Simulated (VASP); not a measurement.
# MgS (Fm-3m) in VASP: notebook

Aim: see how the results for MgS move with the level of theory and the settings. Levels: LDA, revPBE, PBE. Tasks: single point.

Everything below comes from runs of VASP 6.6.1. Logs are shortened: lines on timing, memory, paths and dates and some standing lists are left out, and cuts for length are marked.

### Step 1. The cell of the first run

Symmetry: Fm-3m, No. 225, cubic system. The conventional cell has a = 5.209 Å, b = 5.209 Å, c = 5.209 Å, α = 90.00°, β = 90.00°, γ = 90.00°. Mg (site symmetry m-3m) has 6 S at 2.60 Å within 3.4 Å. S (site symmetry m-3m) has 6 Mg at 2.60 Å within 3.4 Å.

### Step 2. Single point, LDA

INCAR reads:

```
PREC = Accurate
ENCUT = 600
EDIFF = 1E-6
ISMEAR = -4
SIGMA = 0.1
LREAL = False
LASPH = True
NELM = 120
ALGO = Normal
ISIF = 2
LWAVE = False
LCHARG = False
GGA = CA
NBANDS = 11
GGA_COMPAT = False
```

KPOINTS reads:

```
regular mesh
0
Gamma
  6 6 6
```

POSCAR reads:

```
MgS
1.0
    0.0000000000      2.6043975556      2.6043975556
    2.6043975556      0.0000000000      2.6043975556
    2.6043975556      2.6043975556      0.0000000000
Mg S
1 1
Direct
    0.0000000000      0.0000000000      0.0000000000
    0.5000000000      0.5000000000      0.5000000000
```

Potentials or basis: VASP PAW LDA potentials, release 64 (Mg, S).

On the command line:

```bash
$ cat potpaw_LDA.64/Mg/POTCAR potpaw_LDA.64/S/POTCAR > POTCAR
$ mpirun -np 1 vasp_std > vasp.out
```

OUTCAR:

```text
PREC = Accurate
   ENCUT = 600
   EDIFF = 1E-6
   ISMEAR = -4
   LREAL = False
   LASPH = True
   NELM = 120
   ISIF = 2
   GGA = CA

 ion  position               nearest neighbor table
   1  0.000  0.000  0.000-   2 2.60   2 2.60   2 2.60   2 2.60   2 2.60   2 2.60
   2  0.500  0.500  0.500-   1 2.60   1 2.60   1 2.60   1 2.60   1 2.60   1 2.60

  LATTYP: Found a face centered cubic cell.
 ALAT       =     5.2087951112

  Lattice vectors:

 A1 = (   0.0000000000,   2.6043975556,   2.6043975556)
 A2 = (   2.6043975556,   0.0000000000,   2.6043975556)
 A3 = (   2.6043975556,   2.6043975556,   0.0000000000)

Analysis of symmetry for initial positions (statically):
=====================================================================
 Subroutine PRICEL returns:
 Original cell was already a primitive cell.

 Routine SETGRP: Setting up the symmetry group for a
 face centered cubic supercell.

 Subroutine GETGRP returns: Found 48 space group operations
 (whereof 48 operations were pure point group operations)
 out of a pool of 48 trial point group operations.

The static configuration has the point symmetry O_h .

Analysis of symmetry for dynamics (positions and initial velocities):
=====================================================================
 Subroutine PRICEL returns:
 Original cell was already a primitive cell.

 Routine SETGRP: Setting up the symmetry group for a
 face centered cubic supercell.

 Subroutine GETGRP returns: Found 48 space group operations
 (whereof 48 operations were pure point group operations)
 out of a pool of 48 trial point group operations.

The dynamic configuration has the point symmetry O_h .

 Subroutine INISYM returns: Found 48 space group operations
 (whereof 48 operations are pure point group operations),
 and found     1 'primitive' translations

----------------------------------------------------------------------------------------

                                     Primitive cell

  volume of cell :      35.3307

  direct lattice vectors                    reciprocal lattice vectors
     0.000000000  2.604397556  2.604397556    -0.191982979  0.191982979  0.191982979
     2.604397556  0.000000000  2.604397556     0.191982979 -0.191982979  0.191982979
     2.604397556  2.604397556  0.000000000     0.191982979  0.191982979 -0.191982979

  length of vectors
     3.683174345  3.683174345  3.683174345     0.332524273  0.332524273  0.332524273

  position of ions in fractional coordinates (direct lattice)
     0.000000000  0.000000000  0.000000000
     0.500000000  0.500000000  0.500000000

  ion indices of the primitive-cell ions
   primitive index   ion index
                 1           1
                 2           2

----------------------------------------------------------------------------------------

 KPOINTS: regular mesh

Automatic generation of k-mesh.
 Grid dimensions read from file:
 generate k-points for:    6    6    6

 Generating k-lattice:

  Cartesian coordinates                     Fractional coordinates (reciprocal lattice)
    -0.031997163  0.031997163  0.031997163     0.166666667  0.000000000  0.000000000
     0.031997163 -0.031997163  0.031997163     0.000000000  0.166666667  0.000000000
     0.031997163  0.031997163 -0.031997163     0.000000000  0.000000000  0.166666667

  Length of vectors
     0.055420712  0.055420712  0.055420712

  Shift w.r.t. Gamma in fractional coordinates (k-lattice)
     0.000000000  0.000000000  0.000000000

 TETIRR: Found     35 inequivalent tetrahedra from     1296

 Subroutine IBZKPT returns following result:
 ===========================================

 Found     16 irreducible k-points:

 Following reciprocal coordinates:
            Coordinates               Weight
  0.000000  0.000000  0.000000      1.000000
  0.166667  0.000000  0.000000      8.000000
  0.333333  0.000000  0.000000      8.000000
  0.500000  0.000000  0.000000      4.000000
  0.166667  0.166667  0.000000      6.000000
  0.333333  0.166667  0.000000     24.000000
[... 8 lines left out ...]
 -0.333333  0.333333  0.166667     24.000000
 -0.333333  0.500000  0.166667     12.000000
   k-points           NKPTS =     16   k-points in BZ     NKDIM =     16   number of bands    NBANDS=     11
   number of dos      NEDOS =    301   number of ions     NIONS =      2
   total plane-waves  NPLWV =  27000
   dimension x,y,z NGX =    30 NGY =   30 NGZ =   30
   dimension x,y,z NGXF=    60 NGYF=   60 NGZF=   60
   ions per type =               1   1
   NGX,Y,Z   is equivalent  to a cutoff of  13.54, 13.54, 13.54 a.u.
   NGXF,Y,Z  is equivalent  to a cutoff of  27.08, 27.08, 27.08 a.u.
 SYSTEM =  unknown system
   PREC   = accura    normal or accurate (medium, high low for compatibility)
   ISTART =      0    job   : 0-new  1-cont  2-samecut
   ICHARG =      2    charge: 1-file 2-atom 10-const
   ISPIN  =      1    spin polarized calculation?
   LNONCOLLINEAR =      F non collinear calculations
   LSORBIT =      F    spin-orbit coupling
   LASPH  =      T    aspherical Exc in radial PAW
   ENCUT  =  600.0 eV  44.10 Ry    6.64 a.u.   7.36  7.36  7.36*2*pi/ulx,y,z
   NELM   =    120;   NELMIN=  2; NELMDL= -5     # of ELM steps
   EDIFF  = 0.1E-05   stopping-criterion for ELM
   LREAL  =      F    real-space projection
   EDIFFG = 0.1E-04   stopping-criterion for IOM
   NSW    =      0    number of steps for IOM
   IBRION =     -1    ionic relax: 0-MD 1-quasi-New 2-CG
   NFREE  =      0    steps in history (QN), initial steepest desc. (CG)
   ISIF   =      2    stress and relaxation
   ISYM   =      2    0-nonsym 1-usesym 2-fastsym
   POTIM  = 0.5000    time-step for ionic-motion
   TEBEG  =    0.0;   TEEND  =   0.0 temperature during run
   PSTRESS=    0.0 pullay stress
   NELECT =       8.0000    total number of electrons
   NUPDOWN=      -1.0000    fix difference up-down
   EMIN   =  10.00;   EMAX   =-10.00  energy-range for DOS
   EFERMI =   0.00;   METHOD = LEGACY
   ISMEAR =    -4;   SIGMA  =   0.10  broadening in eV -4-tet -1-fermi 0-gaus
   EFERMI_NEDOS =   21; number of points for ismear=-14 and -15
   IALGO  =     38    algorithm
   IMIX   =      4    mixing-type and parameters
     AMIX     =   0.40;   BMIX     =  1.00
     AMIX_MAG =   1.60;   BMIX_MAG =  1.00
  volume/ion in A,a.u.               =      17.67       119.21
  Fermi-wavevector in a.u.,A,eV,Ry     =   0.997825  1.885615 13.546695  0.995654
  Thomas-Fermi vector in A             =   2.130007
   LORBIT       =      0    0 simple, 1 ext, 2 COOP (PROOUT), +10 PAW based schemes
   GGA     = CA    functional components
   LHFCALC =     F    Hartree Fock is set to
   AEXX    =    0.0000 exact exchange contribution
   IVDW    =     0    specifies the selected vdW correction
   LEPSILON=     F    determine dielectric tensor
   LRPA    =     F    only Hartree local field effects (RPA)
 non-spin polarized calculation
 Fermi weights with tetrahedron method witout Bloechl corrections
  energy-cutoff  :      600.00
  volume of cell :       35.33
 maximum number of plane-waves:      1243
 NGX is ok and might be reduce to    30
   NGX = 15   NGY = 15   NGZ = 15

 number of electron       7.9999999 magnetization

 Free energy of the ion-electron system (eV)
  ---------------------------------------------------
  ext. energy  EPLUGINS =         0.00000000
  ---------------------------------------------------
  free energy    TOTEN  =        -9.56590455 eV

  energy without entropy =       -9.56590455  energy(sigma->0) =       -9.56590455

 E-fermi :   3.6405     XC(G=0):  -9.9745

 val. band max:        3.5547147110   @ k =   0.0000   0.0000   0.0000
 cond. band min:       6.1035521747   @ k =   0.5000   0.5000   0.0000
 fundamental gap:      2.5488374637
 Fermi energy:         3.6405188743

 k-point     1 :       0.0000    0.0000    0.0000
  band No.  band energies     occupation
      1      -9.0676      2.00000
      2       3.5547      2.00000
      3       3.5547      2.00000
      4       3.5547      2.00000
      5       7.0206      0.00000
      6      11.3920      0.00000
      7      11.3920      0.00000
      8      11.3920      0.00000
      9      13.8148      0.00000
     10      13.8148      0.00000
     11      15.8986      0.00000

 k-point     2 :       0.1667    0.0000    0.0000
  band No.  band energies     occupation
      1      -8.8011      2.00000
      2       1.8903      2.00000
      3       3.3853      2.00000
      4       3.3853      2.00000
      5       8.1458      0.00000
      6      11.0730      0.00000
      7      11.6393      0.00000
      8      11.6393      0.00000
      9      13.0630      0.00000
     10      13.0630      0.00000
     11      15.6705      0.00000

 k-point     3 :       0.3333    0.0000    0.0000
  band No.  band energies     occupation
      1      -8.1557      2.00000
      2      -0.3387      2.00000
      3       3.0930      2.00000
      4       3.0930      2.00000
      5       8.1526      0.00000
      6      10.7282      0.00000
      7      10.7282      0.00000
      8      12.6737      0.00000
      9      14.8353      0.00000
     10      14.9452      0.00000
     11      14.9452      0.00000

 k-point     4 :       0.5000    0.0000    0.0000
  band No.  band energies     occupation
      1      -7.7412      2.00000
      2      -1.3376      2.00000
      3       2.9646      2.00000
      4       2.9646      2.00000
      5       7.9247      0.00000
      6      10.2902      0.00000
      7      10.2902      0.00000
      8      13.3626      0.00000
      9      15.4781      0.00000
     10      17.9160      0.00000
     11      17.9160      0.00000

 k-point     5 :       0.1667    0.1667    0.0000
  band No.  band energies     occupation
      1      -8.7146      2.00000
      2       1.9875      2.00000
      3       3.0161      2.00000
      4       3.0161      2.00000
      5       8.6649      0.00000
      6       9.9388      0.00000
      7      11.2685      0.00000
      8      12.5145      0.00000
      9      12.5145      0.00000
     10      14.2755      0.00000
     11      17.3616      0.00000
[... 99 lines left out ...]
 k-point    13 :       0.5000    0.5000    0.0000
  band No.  band energies     occupation
      1      -7.3652      2.00000
      2      -0.6828      2.00000
      3       1.8531      2.00000
      4       1.8531      2.00000
      5       6.1036      0.00000
      6       7.8137      0.00000
      7      15.3149      0.00000
      8      16.3005      0.00000
      9      16.6103      0.00000
     10      16.6103      0.00000
     11      19.3892      0.00000

 k-point    14 :       0.5000    0.3333    0.1667
  band No.  band energies     occupation
      1      -7.7157      2.00000
      2      -0.1799      2.00000
      3       1.3337      2.00000
      4       2.3035      2.00000
      5       8.6382      0.00000
      6      10.0532      0.00000
      7      10.6890      0.00000
      8      13.1976      0.00000
      9      14.9509      0.00000
     10      18.1617      0.00000
     11      18.7256      0.00000

 k-point    15 :      -0.3333    0.3333    0.1667
  band No.  band energies     occupation
      1      -7.4343      2.00000
      2      -0.4220      2.00000
      3       0.8086      2.00000
      4       1.9422      2.00000
      5       8.6911      0.00000
      6      10.1063      0.00000
      7      12.1044      0.00000
      8      12.3099      0.00000
      9      15.5915      0.00000
     10      17.1597      0.00000
     11      19.1865      0.00000

 k-point    16 :      -0.3333    0.5000    0.1667
  band No.  band energies     occupation
      1      -7.3304      2.00000
      2      -0.2378      2.00000
      3       0.9425      2.00000
      4       1.2960      2.00000
      5       7.7666      0.00000
      6       9.6537      0.00000
      7      12.5072      0.00000
      8      13.2095      0.00000
      9      17.0439      0.00000
     10      18.3436      0.00000
     11      18.8441      0.00000

------------------------ aborting loop because EDIFF is reached ----------------------------------------

  FORCE on cell =-STRESS in cart. coord.  units (eV):
  Direction    XX          YY          ZZ          XY          YZ          ZX
  --------------------------------------------------------------------------------------
  -------------------------------------------------------------------------------------
  Total       -0.8859054     -0.8859054     -0.8859054     -0.0000000     -0.0000000      0.0000000
  in kB      -40.1740963    -40.1740963    -40.1740963     -0.0000000     -0.0000000      0.0000000
  external PRESSURE =     -40.1740963 kB  Pullay stress =       0.0000000 kB

 VOLUME and BASIS-vectors are now :
 -----------------------------------------------------------------------------
  energy-cutoff  :      600.00
  volume of cell :       35.33
      direct lattice vectors                 reciprocal lattice vectors
     0.000000000  2.604397556  2.604397556    -0.191982979  0.191982979  0.191982979
     2.604397556  0.000000000  2.604397556     0.191982979 -0.191982979  0.191982979
     2.604397556  2.604397556  0.000000000     0.191982979  0.191982979 -0.191982979

 POSITION                                       TOTAL-FORCE (eV/Angst)
 -----------------------------------------------------------------------------------
      0.00000      0.00000      0.00000         0.000000      0.000000     -0.000000
      2.60440      2.60440      2.60440        -0.000000     -0.000000      0.000000
 -----------------------------------------------------------------------------------
    total drift:                               -0.000000     -0.000000      0.000000

  FREE ENERGIE OF THE ION-ELECTRON SYSTEM (eV)
  ---------------------------------------------------
  free  energy   TOTEN  =        -9.5659045469 eV

  energy  without entropy=       -9.5659045469  energy(sigma->0) =       -9.56590455
```

It took 7.8 s on 1 thread of AMD EPYC 7R13 (Zen 3), shared host; peak memory 0.12 GiB.

Results:

| Property | Result |
| --- | --- |
| Free energy | -9.5659 eV |
| Pressure | -4.0 GPa |
| Band gap on the k mesh | 2.55 eV, indirect (least direct gap 3.47 eV) |

Levels at points of the mesh, in eV from the valence-band top:
```
           k point  band 2  band 3  band 4  band 5  band 6  band 7
(0.00, 0.00, 0.00)    0.00    0.00    0.00    3.47    7.84    7.84
(0.50, 0.00, 0.00)   -4.89   -0.59   -0.59    4.37    6.74    6.74
(0.50, 0.50, 0.00)   -4.24   -1.70   -1.70    2.55    4.26   11.76
```

[end of part 1 of 2]
